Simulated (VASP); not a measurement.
The system is Al.

```xyz
1
Lattice="0.0000 2.0248 2.0248 2.0248 0.0000 2.0248 2.0248 2.0248 0.0000" Properties=species:S:1:pos:R:3 pbc="T T T"
Al    0.0000    0.0000    0.0000
```

```yaml
Program: VASP 6.6.1
Task: relaxation of volume and atoms at fixed shape
Functional: PBEsol
Potentials_or_basis: VASP PAW PBE potentials, release 64 (Al)
Cutoff: 600 eV
k_mesh: 7 × 7 × 7
Occupations: methfessel-paxton, width 0.05 eV
Spin: no spin polarisation
```

At the start: pressure -2.8 GPa; volume 16.60 Å³/atom.

Task: Where does the relaxation end?

Result: Over 3 steps the energy falls by 4.7 meV/atom and the volume is 16.07 Å³/atom (-3.2 %); space group Fm-3m (No. 225, to 0.05 Å).

The path:
```csv
step,energy change (eV),largest force (eV/Å),pressure (GPa),volume (Å³)
1,0.0000,0.0000,-2.78,16.60
2,-0.0043,0.0000,0.87,15.92
3,-0.0047,0.0000,0.01,16.07
```

Final structure:
```cif
data_structure
_symmetry_space_group_name_H-M 'P 1'
_symmetry_Int_Tables_number 1
_cell_length_a 2.8325
_cell_length_b 2.8325
_cell_length_c 2.8325
_cell_angle_alpha 60.000
_cell_angle_beta 60.000
_cell_angle_gamma 60.000
_cell_volume 16.07
loop_
_atom_site_label
_atom_site_type_symbol
_atom_site_fract_x
_atom_site_fract_y
_atom_site_fract_z
_atom_site_occupancy
Al1 Al 0.00000 0.00000 0.00000 1
```

Caveat: the k points lie up to 0.39 Å⁻¹ apart in the final cell; the PAW data sets were made with another functional, which shifts forces and pressure a little.
